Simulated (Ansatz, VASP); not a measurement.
NaSe4: VASP beside Ansatz

```
Na Se
1.0
     2.87368    0.00000    0.00000
     0.00000    5.37346    0.00000
     0.00000    0.00000    7.86908
Na Se
1 4
Direct
  0.00000 0.00000 0.00000
  0.50000 0.27930 0.71663
  0.50000 0.72070 0.71663
  0.50000 0.27930 0.28337
  0.50000 0.72070 0.28337
```

Alike in both runs: functional PBE; dispersion D3(BJ); k mesh 6 × 4 × 4; occupations gaussian, width 0.1 eV; no spin polarisation.

Ansatz relaxed the structure, and its values are those at the end. VASP's run is a single point on that final structure, the one shown.

```csv
,VASP,Ansatz
version,VASP 6.6.1,Ansatz 0.2.0
potentials or method,"VASP PAW PBE potentials, release 64 (Na_pv, Se), cutoff 520 eV","scalar-relativistic, plane waves, PAW"
valence electrons in the cell,31,73
```

```csv
,VASP,Ansatz,Ansatz less VASP
gap on the k mesh at the Fermi level (eV),none,none,-
pressure (GPa),-0.1,-0.1,-0.07
rms of the force components (eV/Å),0.003,0.008,+0.0056
```

A gap of «none» marks a metal or a gap that the smearing closes. VASP's potentials hold 31 valence electrons a cell and Ansatz's 73, so a difference there can come from the potentials and not from the codes.

The k mesh is coarse, so the values compare programs but aren't converged.
